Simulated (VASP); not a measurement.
Input of a VASP 6.6.1 run:

The input INCAR:

```
PREC = Accurate
ENCUT = 520
EDIFF = 1E-6
ISMEAR = 0
SIGMA = 0.02
LREAL = F
LASPH = T
NELM = 60
ALGO = Normal
ISIF = 2
LWAVE = F
LCHARG = T
LDIPOL = T
IDIPOL = 3
DIPOL = 0.5 0.5 0.500
GGA = PE
IVDW = 12
LELF = T
LVHAR = T
LVACPOTAV = T
NBANDS = 27
```

File KPOINTS:

```
Automatic mesh
0
Gamma
  9 9 1
```

File POSCAR:

```
InSe
1.0
    3.9600000000      0.0000000000      0.0000000000
   -1.9800000000      3.4294605990      0.0000000000
    0.0000000000      0.0000000000     36.7211901288
Se In
2 2
Direct
    0.0000000000      0.0000000000      0.4250702551
    0.0000000000      0.0000000000      0.5749020002
    0.6666666667      0.3333333333      0.4611131992
    0.6666666667      0.3333333333      0.5388591109
```

Potentials or basis: VASP PAW PBE potentials, release 64 (Se, In_d).

The run is started by

```sh
$ cat potpaw_PBE.64/Se/POTCAR potpaw_PBE.64/In_d/POTCAR > POTCAR
$ mpirun -np 1 vasp_std > vasp.out
```

(1) Predict the largest force.

(2) What does it give for the dispersion energy per atom?

(3) What does it give for the band gap on the k mesh?

(4) Estimate the ionisation potential of the upper face.

Results:

(1) 0.366 eV/Å.

(2) -0.227 eV.

(3) 1.84 eV (least direct gap 1.93 eV).

(4) 6.05 eV.

Caveat: spin-orbit coupling is left out, which moves the levels of the heavy elements.
